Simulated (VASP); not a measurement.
A run of VASP 6.6.1 is set up as follows.

INCAR

```
ALGO = Normal
EDIFF = 1E-6
ENCUT = 520
GGA = PE
ISIF = 2
ISMEAR = 1
LASPH = T
LCHARG = T
LELF = T
LREAL = F
LVHAR = T
LWAVE = F
NBANDS = 10
NELM = 100
PREC = Accurate
SIGMA = 0.1
```

KPOINTS

```
k-points
0
Gamma
  9 9 9
```

Contents of POSCAR:

```
Na
1.0
    3.7571200706      0.0000000000      0.0000000000
   -1.2523733566      3.5422467730      0.0000000000
   -1.2523733566     -1.7711233859      3.0676756923
Na
1
Direct
    0.0000000000      0.0000000000      0.0000000000
```

Potentials or basis: VASP PAW PBE potentials, release 64 (Na_pv).

Command:

```sh
$ cat potpaw_PBE.64/Na_pv/POTCAR > POTCAR
$ mpirun -np 1 vasp_std > vasp.out
```

Problem. Estimate the pressure.

Solution. -0.7 GPa.
